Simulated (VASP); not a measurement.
Wanted: the native input for a VASP 6.6.1 run.

```yaml
Task: dielectric tensor
Functional: r2SCAN
Potentials_or_basis: VASP PAW PBE potentials, release 64 (Ga_d, N)
Cutoff: 520 eV
k_mesh: 8 × 8 × 8
Occupations: gaussian, width 0.01 eV
Spin: no spin polarisation
Dipole_correction: no
Further_INCAR_settings: ALGO = Normal; EDIFF = 1e-08
```

The structure of GaN lies in POSCAR:

```
GaN
1.0
    0.0000000000      2.2264630157      2.2264630157
    2.2264630157      0.0000000000      2.2264630157
    2.2264630157      2.2264630157      0.0000000000
Ga N
1 1
Direct
    0.0000000000      0.0000000000      0.0000000000
    0.2500000000      0.2500000000      0.2500000000
```

This cell differs from its parent crystal: strain -1.0%.

These files were run (other wordings do the same):

INCAR

```
SYSTEM = GaN
ALGO     = Normal         ! electronic algorithm
EDIFF    = 1E-8           ! SCF threshold, eV
ENCUT    = 520            ! plane-wave cutoff, eV
ISIF     = 2              ! what is computed and relaxed
ISMEAR   = 0              ! smearing method
LASPH    = .True.         ! aspherical terms in the spheres
LCALCEPS = .True.       
LCHARG   = .False.        ! write CHGCAR
LMIXTAU  = .True.       
LREAL    = .False.        ! projectors in reciprocal space
LWAVE    = .False.        ! write WAVECAR
METAGGA  = R2SCAN         ! meta-GGA
NELM     = 60             ! most SCF steps
PREC     = Accurate       ! precision mode
SIGMA    = 0.01           ! smearing width, eV
```

KPOINTS

```
k-points
0
Gamma
  8 8 8
  0 0 0
```

Potentials or basis: VASP PAW PBE potentials, release 64 (Ga_d, N).

The run is started by

```bash
$ cat potpaw_PBE.64/Ga_d/POTCAR potpaw_PBE.64/N/POTCAR > POTCAR
$ mpirun -np 1 vasp_std > vasp.out
```

It gave:

```
Band gap on the k mesh                  : 2.36 eV
Electronic dielectric tensor (diagonal) : 5.28
Born charges (mean of the diagonal)     : Ga +2.65; N -2.65 e
```

Caveat: the cell differs from its parent crystal (strain -1.0%).

Wall time 30 min on 1 thread of Intel(R) Xeon(R) Platinum 8375C CPU @ 2.90GHz (Ice Lake), with other jobs on the host, peak memory 0.32 GiB.
